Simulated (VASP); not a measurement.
Here is a VASP 6.6.1 calculation.

Contents of INCAR:

```
SYSTEM = Be6Tl
PREC = Accurate ; ENCUT = 520
EDIFF = 1E-6 ; ISMEAR = 0
SIGMA = 0.2 ; LREAL = .FALSE.
LASPH = .TRUE. ; NELM = 60
ALGO = Normal ; ISIF = 2
LWAVE = .FALSE. ; LCHARG = .FALSE.
GGA = PE ; NBANDS = 22
```

KPOINTS

```
Automatic mesh
0
G
  6 6 6
  0 0 0
```

The input POSCAR:

```
Be6Tl
1.0
    4.7360833895      0.0000000000      0.0000000000
    0.0000000000      4.7360833895      0.0000000000
    0.0000000000      0.0000000000      4.7360833895
Be Tl
6 1
Direct
    0.0000000000      0.5000000000      0.5000000000
    0.5000000000      0.0000000000      0.5000000000
    0.5000000000      0.5000000000      1.0000000000
    0.5000000000      0.0000000000      1.0000000000
    0.0000000000      0.5000000000      1.0000000000
    0.0000000000      1.0000000000      0.5000000000
    0.0000000000      0.0000000000      1.0000000000
```

Potentials or basis: VASP PAW PBE potentials, release 64 (Be, Tl_d).

The run is started by

```console
$ cat potpaw_PBE.64/Be/POTCAR potpaw_PBE.64/Tl_d/POTCAR > POTCAR
$ mpirun -np 1 vasp_std > vasp.out
```

Problem. Estimate the pressure.

Solution. -0.1 GPa.
